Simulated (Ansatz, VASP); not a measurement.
## S in VASP and in Ansatz

INCAR

```
  PREC = Accurate
  ENCUT = 520
  EDIFF = 1E-6
  ISMEAR = -1
  SIGMA = 0.1
  LREAL = F
  LASPH = T
  NELM = 80
  ALGO = Normal
  ISIF = 2
  LWAVE = F
  LCHARG = T
  GGA = PE
  LELF = T
  LVHAR = T
  NBANDS = 9
```

The input KPOINTS:

```
regular mesh
0
Gamma
  17 17 17
```

File POSCAR:

```
S
1.0
    0.0000000000      1.8435424372      1.8435424372
    1.8435424372      0.0000000000      1.8435424372
    1.8435424372      1.8435424372      0.0000000000
S
1
Direct
    0.0000000000      0.0000000000      0.0000000000
```

Input for Ansatz:

```yaml
crystal:
  lattice:
    - [0.0, 1.8435424372, 1.8435424372]
    - [1.8435424372, 0.0, 1.8435424372]
    - [1.8435424372, 1.8435424372, 0.0]
  atoms:
    - { symbol: S, position: [0.0, 0.0, 0.0] }
kpoints:
  mp_grid: { grid: [17, 17, 17] }
scf:
  occupations: { method: fermi_dirac, width: 0.1 }
hamiltonian:
  xc: pbe
  pseudopotentials: { kind: paw }
output:
  forces: true
  stress: true
  eigenvalues: true
```

Change from the starting cell: volume scaled by 0.788, to set the pressure.

Alike in both runs: task single point; functional PBE; k mesh 17 × 17 × 17; occupations fermi-dirac, width 0.1 eV; no spin polarisation.

|  | VASP | Ansatz |
| --- | --- | --- |
| version | VASP 6.6.1 | Ansatz 0.2.0 |
| potentials or method | VASP PAW PBE potentials, release 64 (S) | PAW with Ansatz's default frozen-core files, scalar-relativistic |
| plane-wave cutoff (eV) | 520 | 420 |
| valence electrons in the cell | 6 | 6 |

VASP gave:

* pressure (GPa): 29.9

Task: Estimate Ansatz's values.

Result: Pressure (GPa): 30.3.

Both programs put the cell under a high pressure, so it lies far from rest at this level.
